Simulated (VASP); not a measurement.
# Al2O3 (Pnnm) in VASP: notebook, part 2 of 2

VASP 6.6.1. The steps go on from the part before.

### 4 Single point, r2SCAN (strain -0.0100 x Voigt [1, -1, 0, 0, 0, 0])

Contents of POSCAR:

```
Al2O3
1.0
    4.5826652752      0.0000000000      0.0000000000
    0.0000000000      9.7048878617      0.0000000000
    0.0000000000      0.0000000000      2.9954281823
Al O
4 6
Direct
    0.4149577251      0.3307998761      0.5000000000
    0.5850422749      0.6692001239      0.5000000000
    0.9149577251      0.1692001239      0.0000000000
    0.0850422749      0.8307998761      0.0000000000
    0.7326465181      0.2226010545      0.5000000000
    0.0000000000      0.0000000000      0.0000000000
    0.7673534819      0.7226010545      0.0000000000
    0.2326465181      0.2773989455      0.0000000000
    0.2673534819      0.7773989455      0.5000000000
    0.5000000000      0.5000000000      0.5000000000
```

Contents of INCAR.step1:

```
SYSTEM = Al2O3
PREC     = Accurate       ! precision mode
ENCUT    = 520            ! plane-wave cutoff, eV
ISMEAR   = 0              ! smearing method
SIGMA    = 0.05           ! smearing width, eV
LREAL    = .False.        ! projectors in reciprocal space
LASPH    = .True.         ! aspherical terms in the spheres
NELM     = 100            ! most SCF steps
NBANDS   = 35             ! bands
GGA      = PE             ! functional
ALGO     = Normal         ! electronic algorithm
EDIFF    = 1E-4           ! SCF threshold, eV
LWAVE    = .True.         ! write WAVECAR
LCHARG   = .False.        ! write CHGCAR
```

Contents of INCAR.step2:

```
SYSTEM = Al2O3
PREC     = Accurate       ! precision mode
ENCUT    = 520            ! plane-wave cutoff, eV
EDIFF    = 1E-7           ! SCF threshold, eV
ISMEAR   = 0              ! smearing method
SIGMA    = 0.05           ! smearing width, eV
LREAL    = .False.        ! projectors in reciprocal space
LASPH    = .True.         ! aspherical terms in the spheres
NELM     = 100            ! most SCF steps
ALGO     = Normal         ! electronic algorithm
ISIF     = 2              ! what is computed and relaxed
LWAVE    = .False.        ! write WAVECAR
LCHARG   = .True.         ! write CHGCAR
METAGGA  = R2SCAN         ! meta-GGA
LMIXTAU  = .True.       
LELF     = .True.         ! ELF
LVHAR    = .True.       
NBANDS   = 35             ! bands
ISTART   = 1
```

Contents of KPOINTS:

```
Automatic mesh
0
Gamma
  6 4 8
  0 0 0
```

Potentials or basis: VASP PAW PBE potentials, release 64 (Al, O).

Run with:

```console
$ cat potpaw_PBE.64/Al/POTCAR potpaw_PBE.64/O/POTCAR > POTCAR
$ cp INCAR.step1 INCAR
$ mpirun -np 1 vasp_std > vasp.out
$ cp INCAR.step2 INCAR
$ mpirun -np 1 vasp_std > vasp.out
```

OUTCAR:

```text
SYSTEM = Al2O3
   PREC = Accurate
   ENCUT = 520
   EDIFF = 1E-7
   ISMEAR = 0
   LREAL = .False.
   LASPH = .True.
   NELM = 100
   ISIF = 2
   METAGGA = R2SCAN
   ISTART = 1

 ion  position               nearest neighbor table
   1  0.415  0.331  0.500-  10 1.69   8 1.79   8 1.79   5 1.80   3 3.15   3 3.15   3 3.15   3 3.15

   2  0.585  0.669  0.500-  10 1.69   7 1.79   7 1.79   9 1.80   4 3.15   4 3.15   4 3.15   4 3.15

   3  0.915  0.169  0.000-   6 1.69   5 1.79   5 1.79   8 1.80   1 3.15   1 3.15   1 3.15   1 3.15

   4  0.085  0.831  0.000-   6 1.69   9 1.79   9 1.79   7 1.80   2 3.15   2 3.15   2 3.15   2 3.15

   5  0.733  0.223  0.500-   3 1.79   3 1.79   1 1.80
   6  0.000  0.000  0.000-   3 1.69   4 1.69
   7  0.767  0.723  0.000-   2 1.79   2 1.79   4 1.80
   8  0.233  0.277  0.000-   1 1.79   1 1.79   3 1.80
   9  0.267  0.777  0.500-   4 1.79   4 1.79   2 1.80
  10  0.500  0.500  0.500-   1 1.69   2 1.69

  LATTYP: Found a simple orthorhombic cell.
 ALAT       =     2.9954281823
 B/A-ratio  =     1.5298865459
[... 210 lines left out ...]
      1     -18.4325      2.00000
      2     -18.3670      2.00000
      3     -17.1878      2.00000
      4     -17.1727      2.00000
      5     -15.5920      2.00000
      6     -15.4751      2.00000
[... 901 lines left out ...]
     34      13.6603      0.00000
     35      14.0569      0.00000

 [... further k-points ...]

------------------------ aborting loop because EDIFF is reached ----------------------------------------

  FORCE on cell =-STRESS in cart. coord.  units (eV):
  Direction    XX          YY          ZZ          XY          YZ          ZX
  --------------------------------------------------------------------------------------
  -------------------------------------------------------------------------------------
  Total        0.6937564     -2.7949034      0.4419517     -0.0000000      0.0000000      0.0000000
  in kB        8.3435336    -33.6131969      5.3151786     -0.0000000      0.0000000      0.0000000
  external PRESSURE =      -6.6514949 kB  Pullay stress =       0.0000000 kB

 VOLUME and BASIS-vectors are now :
 -----------------------------------------------------------------------------
  energy-cutoff  :      520.00
  volume of cell :      133.22
      direct lattice vectors                 reciprocal lattice vectors
     4.582665275  0.000000000  0.000000000     0.218213625  0.000000000  0.000000000
     0.000000000  9.704887862  0.000000000     0.000000000  0.103040861  0.000000000
     0.000000000  0.000000000  2.995428182     0.000000000  0.000000000  0.333842088

 POSITION                                       TOTAL-FORCE (eV/Angst)
 -----------------------------------------------------------------------------------
      1.90161      3.21038      1.49771         0.054480      0.421484      0.000000
      2.68105      6.49451      1.49771        -0.054480     -0.421484      0.000000
      4.19294      1.64207      0.00000         0.054480     -0.421484      0.000000
      0.38972      8.06282      0.00000        -0.054480      0.421484      0.000000
      3.35747      2.16032      1.49771         0.021986     -0.022585      0.000000
      0.00000      0.00000      0.00000         0.000000     -0.000000      0.000000
      3.51652      7.01276      0.00000        -0.021986     -0.022585      0.000000
      1.06614      2.69213      0.00000         0.021986      0.022585      0.000000
      1.22519      7.54457      1.49771        -0.021986      0.022585      0.000000
      2.29133      4.85244      1.49771         0.000000     -0.000000      0.000000
 -----------------------------------------------------------------------------------
    total drift:                               -0.000000      0.000000      0.000000

  FREE ENERGIE OF THE ION-ELECTRON SYSTEM (eV)
  ---------------------------------------------------
  free  energy   TOTEN  =       -94.8881898877 eV

  energy  without entropy=      -94.8881898877  energy(sigma->0) =      -94.88818989
```

OSZICAR.step1:

```text
N       E                     dE             d eps       ncg     rms          rms(c)
DAV:   1     0.254433475099E+03    0.25443E+03   -0.23172E+04  4200   0.123E+03
DAV:   2    -0.651180331254E+02   -0.31955E+03   -0.30526E+03  5546   0.274E+02
DAV:   3    -0.857388089158E+02   -0.20621E+02   -0.20504E+02  5337   0.738E+01
DAV:   4    -0.859705096584E+02   -0.23170E+00   -0.23153E+00  5064   0.879E+00
DAV:   5    -0.859740039726E+02   -0.34943E-02   -0.34937E-02  5227   0.108E+00    0.205E+01
DAV:   6    -0.740246965153E+02    0.11949E+02   -0.45395E+01  4779   0.344E+01    0.739E+00
DAV:   7    -0.739891528140E+02    0.35544E-01   -0.92121E-01  4853   0.491E+00    0.397E+00
DAV:   8    -0.739571632305E+02    0.31990E-01   -0.10594E-01  5166   0.245E+00    0.117E+00
DAV:   9    -0.739697663051E+02   -0.12603E-01   -0.37371E-02  4712   0.132E+00    0.297E-01
DAV:  10    -0.739728246784E+02   -0.30584E-02   -0.35047E-03  4887   0.308E-01    0.205E-01
DAV:  11    -0.739746834622E+02   -0.18588E-02   -0.20276E-03  4527   0.278E-01    0.533E-02
DAV:  12    -0.739747038541E+02   -0.20392E-04   -0.24041E-04  4568   0.981E-02
   1 F= -.73974704E+02 E0= -.73974704E+02  d E =-.134264E-17
```

Run time: 13 min. Hardware: 1 thread of Intel Xeon 6975P-C (Granite Rapids), shared host; peak memory 0.37 GiB.

Results:

* Free energy: -94.8882 eV
* Pressure: -0.7 GPa
* Largest force: 0.425 eV/Å
* Band gap on the k mesh: 4.02 eV

Forces on the atoms (eV/Å):
```
Al   0.054  0.421  0.000
Al  -0.054 -0.421  0.000
Al   0.054 -0.421  0.000
Al  -0.054  0.421  0.000
O    0.022 -0.023  0.000
O    0.000  0.000  0.000
O   -0.022 -0.023  0.000
O    0.022  0.023  0.000
O   -0.022  0.023  0.000
O    0.000  0.000  0.000
```

Stress tensor (GPa, compression positive):
```
 0.83  0.00  0.00
 0.00 -3.36  0.00
 0.00  0.00  0.53
```

Caveat: the cell differs from its parent crystal (strain -0.0100 x Voigt [1, -1, 0, 0, 0, 0]); the PAW data sets were made with another functional, which shifts forces and pressure a little.

### 5 Single point, r2SCAN (strain +0.0300 x Voigt [1, -1, 0, 0, 0, 0])

POSCAR, as its differences from that of step 4:

```diff
@@ -2,4 +2,4 @@
 1.0
-    4.5826652752      0.0000000000      0.0000000000
-    0.0000000000      9.7048878617      0.0000000000
+    4.7678234681      0.0000000000      0.0000000000
+    0.0000000000      9.3205358672      0.0000000000
     0.0000000000      0.0000000000      2.9954281823
```

Contents of INCAR.step1:

```
SYSTEM = Al2O3
PREC = Accurate ; ENCUT = 520
ISMEAR = 0 ; SIGMA = 0.05
LREAL = .False. ; LASPH = .True.
NELM = 100 ; NBANDS = 35
GGA = PE ; ALGO = Normal
EDIFF = 1E-4 ; LWAVE = .True.
LCHARG = .False.
```

Contents of INCAR.step2:

```
SYSTEM = Al2O3
PREC = Accurate ; ENCUT = 520
EDIFF = 1E-7 ; ISMEAR = 0
SIGMA = 0.05 ; LREAL = .False.
LASPH = .True. ; NELM = 100
ALGO = Normal ; ISIF = 2
LWAVE = .False. ; LCHARG = .False.
METAGGA = R2SCAN ; LMIXTAU = .True.
NBANDS = 35 ; ISTART = 1
```

KPOINTS is that of step 4.

Potentials or basis: VASP PAW PBE potentials, release 64 (Al, O).

Run with:

```console
$ cat potpaw_PBE.64/Al/POTCAR potpaw_PBE.64/O/POTCAR > POTCAR
$ cp INCAR.step1 INCAR
$ mpirun -np 1 vasp_std > vasp.out
$ cp INCAR.step2 INCAR
$ mpirun -np 1 vasp_std > vasp.out
```

OUTCAR:

```text
SYSTEM = Al2O3
   PREC = Accurate
   ENCUT = 520
   EDIFF = 1E-7
   ISMEAR = 0
   LREAL = .False.
   LASPH = .True.
   NELM = 100
   ISIF = 2
   METAGGA = R2SCAN
   ISTART = 1

 ion  position               nearest neighbor table
   1  0.415  0.331  0.500-  10 1.63   8 1.80   8 1.80   5 1.82   3 3.19   3 3.19   3 3.19   3 3.19
                             2 3.26
   2  0.585  0.669  0.500-  10 1.63   7 1.80   7 1.80   9 1.82   4 3.19   4 3.19   4 3.19   4 3.19
                             1 3.26
   3  0.915  0.169  0.000-   6 1.63   5 1.80   5 1.80   8 1.82   1 3.19   1 3.19   1 3.19   1 3.19
                             4 3.26
[... 1143 lines left out ...]

 VOLUME and BASIS-vectors are now :
 -----------------------------------------------------------------------------
  energy-cutoff  :      520.00
  volume of cell :      133.11
      direct lattice vectors                 reciprocal lattice vectors
     4.767823468  0.000000000  0.000000000     0.209739309  0.000000000  0.000000000
     0.000000000  9.320535867  0.000000000     0.000000000  0.107289969  0.000000000
     0.000000000  0.000000000  2.995428182     0.000000000  0.000000000  0.333842088

 POSITION                                       TOTAL-FORCE (eV/Angst)
 -----------------------------------------------------------------------------------
      1.97845      3.08323      1.49771        -0.288569     -1.694657      0.000000
      2.78938      6.23730      1.49771         0.288569      1.694657      0.000000
      4.36236      1.57704      0.00000        -0.288569      1.694657      0.000000
      0.40547      7.74350      0.00000         0.288569     -1.694657      0.000000
      3.49313      2.07476      1.49771        -0.069604      0.063363     -0.000000
      0.00000      0.00000      0.00000        -0.000000      0.000000      0.000000
      3.65861      6.73503      0.00000         0.069604      0.063363      0.000000
      1.10922      2.58551      0.00000        -0.069604     -0.063363     -0.000000
      1.27469      7.24577      1.49771         0.069604     -0.063363     -0.000000
      2.38391      4.66027      1.49771        -0.000000      0.000000      0.000000
 -----------------------------------------------------------------------------------
    total drift:                               -0.000000      0.000000      0.000000

  FREE ENERGIE OF THE ION-ELECTRON SYSTEM (eV)
  ---------------------------------------------------
  free  energy   TOTEN  =       -94.7028903478 eV

  energy  without entropy=      -94.7028903478  energy(sigma->0) =      -94.70289035
```

OSZICAR.step1:

```text
N       E                     dE             d eps       ncg     rms          rms(c)
DAV:   1     0.255220398851E+03    0.25522E+03   -0.23245E+04  4200   0.123E+03
DAV:   2    -0.653809867156E+02   -0.32060E+03   -0.30554E+03  5477   0.275E+02
DAV:   3    -0.859143588340E+02   -0.20533E+02   -0.20419E+02  5344   0.733E+01
DAV:   4    -0.861429239359E+02   -0.22857E+00   -0.22838E+00  5152   0.877E+00
DAV:   5    -0.861463479691E+02   -0.34240E-02   -0.34233E-02  5224   0.107E+00    0.208E+01
DAV:   6    -0.738473538900E+02    0.12299E+02   -0.45557E+01  4773   0.352E+01    0.767E+00
DAV:   7    -0.737997021270E+02    0.47652E-01   -0.10704E+00  4863   0.543E+00    0.399E+00
DAV:   8    -0.737552438282E+02    0.44458E-01   -0.99001E-02  5304   0.227E+00    0.141E+00
DAV:   9    -0.737650084628E+02   -0.97646E-02   -0.42546E-02  4775   0.153E+00    0.261E-01
DAV:  10    -0.737695404473E+02   -0.45320E-02   -0.79150E-03  4782   0.454E-01    0.200E-01
DAV:  11    -0.737711989328E+02   -0.16585E-02   -0.31315E-03  4569   0.360E-01    0.866E-02
DAV:  12    -0.737711869012E+02    0.12032E-04   -0.78180E-04  5098   0.171E-01
   1 F= -.73771187E+02 E0= -.73771187E+02  d E =-.615109E-18
```

It took 27 min on 1 thread of Oxide Virtual Turin-like, shared host; peak memory 0.34 GiB.

What came out:

- Free energy: -94.7029 eV
- Pressure: 2.4 GPa
- Largest force: 1.719 eV/Å
- Band gap on the k mesh: 4.41 eV

Forces in eV/Å, atoms in the order of the input:
```
Al  -0.289 -1.695  0.000
Al   0.289  1.695  0.000
Al  -0.289  1.695  0.000
Al   0.289 -1.695  0.000
O   -0.070  0.063  0.000
O    0.000  0.000  0.000
O    0.070  0.063  0.000
O   -0.070 -0.063  0.000
O    0.070 -0.063  0.000
O    0.000  0.000  0.000
```

Levels at points of the mesh, in eV from the valence-band top:
```tsv
k point	band 20	band 21	band 22	band 23	band 24	band 25	band 26	band 27	band 28	band 29
(0.00, 0.00, 0.00)	-1.53	-1.30	-0.36	-0.08	0.00	4.41	6.25	7.29	7.60	8.17
(0.50, 0.00, 0.00)	-2.22	-0.90	-0.90	-0.03	-0.03	6.88	6.88	7.80	7.80	8.54
(0.00, 0.50, 0.00)	-1.83	-0.74	-0.74	-0.04	-0.04	5.12	5.12	7.83	7.83	8.45
(0.50, 0.50, 0.00)	-2.50	-0.79	-0.79	-0.03	-0.03	7.04	7.04	7.26	7.26	9.64
(0.00, 0.00, 0.50)	-2.22	-1.35	-1.35	-0.66	-0.66	8.11	8.11	8.60	8.60	9.25
(0.50, 0.00, 0.50)	-1.95	-1.52	-1.52	-0.62	-0.62	8.11	8.11	9.24	9.24	9.54
(0.00, 0.50, 0.50)	-2.14	-1.57	-1.57	-0.52	-0.52	7.94	7.94	8.95	8.95	9.06
(0.50, 0.50, 0.50)	-1.91	-1.43	-1.43	-0.73	-0.73	8.25	8.25	9.09	9.09	9.48
```

Caveat: the cell differs from its parent crystal (strain +0.0300 x Voigt [1, -1, 0, 0, 0, 0]); the PAW data sets were made with another functional, which shifts forces and pressure a little.

### 6 Single point, r2SCAN (strain -0.0300 x Voigt [1, -1, 0, 0, 0, 0])

POSCAR, as its differences from that of step 5:

```diff
@@ -2,4 +2,4 @@
 1.0
-    4.7678234681      0.0000000000      0.0000000000
-    0.0000000000      9.3205358672      0.0000000000
+    4.4900861787      0.0000000000      0.0000000000
+    0.0000000000      9.8970638590      0.0000000000
     0.0000000000      0.0000000000      2.9954281823
```

Contents of INCAR.step1:

```
SYSTEM = Al2O3
PREC = Accurate
ENCUT = 520
ISMEAR = 0
SIGMA = 0.05
LREAL = .False.
LASPH = .True.
NELM = 100
NBANDS = 35
GGA = PE
ALGO = Normal
EDIFF = 1E-4
LWAVE = .True.
LCHARG = .False.
```

Contents of INCAR.step2:

```
SYSTEM = Al2O3
PREC = Accurate
ENCUT = 520
EDIFF = 1E-6
ISMEAR = 0
SIGMA = 0.05
LREAL = .False.
LASPH = .True.
NELM = 100
ALGO = Normal
ISIF = 2
LWAVE = .False.
LCHARG = .False.
METAGGA = R2SCAN
LMIXTAU = .True.
NBANDS = 35
ISTART = 1
```

Contents of KPOINTS:

```
regular mesh
0
Gamma
  6 4 8
  0 0 0
```

Potentials or basis: VASP PAW PBE potentials, release 64 (Al, O).

Run with:

```console
$ cat potpaw_PBE.64/Al/POTCAR potpaw_PBE.64/O/POTCAR > POTCAR
$ cp INCAR.step1 INCAR
$ mpirun -np 1 vasp_std > vasp.out
$ cp INCAR.step2 INCAR
$ mpirun -np 1 vasp_std > vasp.out
```

Wall time 30 min (1 thread of Oxide Virtual Turin-like, shared host); peak memory 0.37 GiB.

Results (log left out):

| Item | Value |
| --- | --- |
| Free energy | -94.7460 eV |
| Pressure | -1.7 GPa |
| Largest force | 1.304 eV/Å |
| Band gap on the k mesh | 3.81 eV |

Forces on the atoms (eV/Å):
```
Al   0.142  1.297  0.000
Al  -0.142 -1.297  0.000
Al   0.142 -1.297  0.000
Al  -0.142  1.297  0.000
O    0.082 -0.095  0.000
O    0.000  0.000  0.000
O   -0.082 -0.095  0.000
O    0.082  0.095  0.000
O   -0.082  0.095  0.000
O    0.000  0.000  0.000
```

Stress tensor (GPa, compression positive):
```
  2.96   0.00   0.00
  0.00 -10.07   0.00
  0.00   0.00   2.04
```

Levels at points of the mesh, in eV from the valence-band top:
```
           k point  band 20  band 21  band 22  band 23  band 24  band 25  band 26  band 27  band 28  band 29
(0.00, 0.00, 0.00)    -2.08    -1.36    -0.76    -0.05     0.00     3.81     5.74     6.53     6.82     7.40
(0.50, 0.00, 0.00)    -2.90    -1.23    -1.23    -0.02    -0.02     6.37     6.37     7.13     7.13     7.94
(0.00, 0.50, 0.00)    -2.22    -1.04    -1.04    -0.02    -0.02     4.52     4.52     7.07     7.07     7.83
(0.50, 0.50, 0.00)    -3.10    -1.17    -1.17    -0.02    -0.02     6.35     6.35     6.91     6.91     8.68
(0.00, 0.00, 0.50)    -2.92    -1.68    -1.68    -0.80    -0.80     7.38     7.38     7.82     7.82     8.62
(0.50, 0.00, 0.50)    -2.56    -1.76    -1.76    -0.91    -0.91     7.37     7.37     8.90     8.90     8.91
(0.00, 0.50, 0.50)    -2.97    -1.74    -1.74    -0.75    -0.75     7.21     7.21     8.27     8.27     8.33
(0.50, 0.50, 0.50)    -2.47    -1.76    -1.76    -0.95    -0.95     7.54     7.54     8.62     8.62     8.90
```

Caveat: the cell differs from its parent crystal (strain -0.0300 x Voigt [1, -1, 0, 0, 0, 0]); the PAW data sets were made with another functional, which shifts forces and pressure a little.

### 7 Overview

| cell | gap on the mesh (eV) | pressure (GPa) | largest force (eV/Å) |
| --- | --- | --- | --- |
| a = 4.675, b = 9.513, c = 2.995 Å, 10 atoms | 4.22 | 0.7 | 0.58 |
| a = 4.722, b = 9.417, c = 2.995 Å, 10 atoms | 4.31 | 1.5 | 1.13 |
| a = 4.583, b = 9.705, c = 2.995 Å, 10 atoms | 4.02 | -0.7 | 0.42 |
| a = 4.768, b = 9.321, c = 2.995 Å, 10 atoms | 4.41 | 2.4 | 1.72 |
| a = 4.490, b = 9.897, c = 2.995 Å, 10 atoms | 3.81 | -1.7 | 1.30 |

Alike in all rows: task single point; level r2SCAN; potentials or basis VASP PAW PBE potentials, release 64 (Al, O); no spin polarisation; k mesh 6 × 4 × 8; cutoff (eV) 520; smearing gaussian 0.05 eV.

Caveats: the PAW data sets were made with another functional, which shifts forces and pressure a little.

Absolute energies hang on the potentials; compare differences alone.
